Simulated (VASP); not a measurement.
Write the native input for VASP 6.6.1 that does the following.

| Property | Result |
| --- | --- |
| Task | single point |
| Functional | PBE |
| Potentials or basis | VASP PAW PBE potentials, release 64 (Ta_pv, Te) |
| Cutoff | 500 eV |
| k mesh | 5 × 5 × 5 |
| Occupations | fermi-dirac, width 0.04 eV |
| Spin | no spin polarisation |
| Dipole correction | no |
| Further INCAR settings | ALGO = Normal; EDIFF = 1e-06; NBANDS = 16 |

The structure of TaTe lies in POSCAR:

```
TaTe
1.0
    3.4200900000      0.0000000000      0.0000000000
    0.0000000000      3.4200900000      0.0000000000
    0.0000000000      0.0000000000      3.4200900000
Ta Te
1 1
Direct
    0.5000000000      0.5000000000      0.5000000000
    0.0000000000      0.0000000000      0.0000000000
```

One way to write it, as run:

INCAR

```
SYSTEM = TaTe
  PREC = Accurate
  ENCUT = 500
  EDIFF = 1E-6
  ISMEAR = -1
  SIGMA = 0.04
  LREAL = .False.
  LASPH = .True.
  NELM = 120
  ALGO = Normal
  ISIF = 2
  LWAVE = .False.
  LCHARG = .True.
  GGA = PE
  LELF = .True.
  LVHAR = .True.
  NBANDS = 16
  GGA_COMPAT = .False.
```

KPOINTS

```
regular mesh
0
Gamma
  5 5 5
  0 0 0
```

Potentials or basis: VASP PAW PBE potentials, release 64 (Ta_pv, Te).

Command:

```bash
$ cat potpaw_PBE.64/Ta_pv/POTCAR potpaw_PBE.64/Te/POTCAR > POTCAR
$ mpirun -np 1 vasp_std > vasp.out
```

Results of the run:

* Pressure: 0.0 GPa
* Band gap on the k mesh: zero (an odd number of electrons rules out a gap without spin polarisation)

Caveat: the k points lie up to 0.37 Å⁻¹ apart, too coarse for converged energies and pressures of a metal; spin-orbit coupling is left out, which moves the levels of the heavy elements.

Run time: 11 s on 1 thread of Intel(R) Xeon(R) Platinum 8488C (Sapphire Rapids), on a shared host, peak memory 0.15 GiB.
